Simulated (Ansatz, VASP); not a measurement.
# Two plane-wave programs on MgZr2N

```
Mg Zr N
1.0
     3.25336    0.00000    0.00000
    -1.62668    2.81749    0.00000
     0.00000    0.00000    7.84736
Mg Zr N
1 2 1
Cartesian
  0.0000 0.0000 3.9237
  0.0000 1.8783 1.2575
  1.6267 0.9392 6.5898
  0.0000 0.0000 0.0000
```

Change from the starting cell: species swapped into the ScAgSe2 type (P-3m1, No. 164).

Alike in both runs: functional PBE; k mesh 18 × 18 × 6; occupations gaussian, width 0.1 eV; no spin polarisation.

Ansatz relaxed the structure, and its values are those at the end. VASP's run is a single point on that final structure, the one shown.

|  | VASP | Ansatz |
| --- | --- | --- |
| version | VASP 6.6.1 | Ansatz 0.2.0 |
| potentials or method | VASP PAW PBE potentials, release 64 (Mg, Zr_sv, N), cutoff 520 eV | scalar-relativistic, plane waves, PAW |
| valence electrons in the cell | 31 | 39 |

```tsv
	VASP	Ansatz	Ansatz less VASP
gap on the k mesh at the Fermi level (eV)	none	none	-
pressure (GPa)	0.0	0.0	-0.05
rms of the force components (eV/Å)	0.012	0.001	-0.0113
```

A gap of «none» marks a metal or a gap that the smearing closes. VASP's potentials hold 31 valence electrons a cell and Ansatz's 39, so a difference there can come from the potentials and not from the codes.
